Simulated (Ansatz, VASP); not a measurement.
**One calculation of InGaO, two programs**

```
In Ga O
1.0
     4.12215    0.00000    0.00000
     0.00000    4.12215    0.00000
     0.00000    0.00000    4.15193
In Ga O
1 1 1
Direct
  0.00000 0.00000 0.50000
  0.50000 0.50000 0.50000
  0.00000 0.00000 0.00000
```

Alike in both runs: task relaxation of cell and atoms; functional PBE; k mesh 12 × 12 × 12; occupations gaussian, width 0.1 eV; no spin polarisation.

|  | VASP | Ansatz |
| --- | --- | --- |
| version | VASP 6.6.1 | Ansatz 0.2.0 |
| potentials or method | VASP PAW PBE potentials, release 64 (In_d, Ga_d, O), cutoff 600 eV | scalar-relativistic, plane waves, PAW |
| valence electrons in the cell | 32 | 32 |

|  | VASP | Ansatz | Ansatz less VASP |
| --- | --- | --- | --- |
| gap on the k mesh at the Fermi level, each at its own relaxed structure (eV) | none | none | - |
| relaxed volume (Å³/atom) | 23.43 | 23.45 | +0.024 |
| relaxed cell length with the largest relative difference (Å) | 4.150 | 4.144 | -0.0059 |

A gap of «none» marks a metal or a gap that the smearing closes.
